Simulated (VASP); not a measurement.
TePb:

```
Pb Te
1.0
     3.97543    0.00000    0.00000
     0.00000    3.97543    0.00000
     0.00000    0.00000    3.97543
Pb Te
1 1
Cartesian
  0.0000 0.0000 0.0000
  1.9877 1.9877 1.9877
```

Base run:

| Item | Value |
| --- | --- |
| Program | VASP 6.6.1 |
| Functional | r2SCAN |
| Potentials or basis | VASP PAW PBE potentials, release 64 (Pb_d, Te) |
| Cutoff | 550 eV |
| k mesh | 7 × 7 × 7 |
| Occupations | fermi-dirac, width 0.05 eV |
| Spin | no spin polarisation |

Its results: band gap on the k mesh zero (bands 10 and 11 overlap by 0.69 eV); pressure 0.7 GPa.

Problem. The run is repeated on the same cell with these changes: functional from r2SCAN to r2SCAN0; cutoff from 550 eV to 520 eV; k mesh from 7 × 7 × 7 to 4 × 4 × 4. What comes out?

Solution. Band gap on the k mesh zero (bands 10 and 11 overlap by 1.59 eV); pressure 0.3 GPa.

Several settings changed at once.

Caveats: some runs use coarse meshes; the PAW data sets were made with another functional, which shifts forces and pressure a little; spin-orbit coupling is left out, which moves the levels of the heavy elements; semilocal functionals underestimate gaps, so a narrow gap can read as zero (at least some runs).
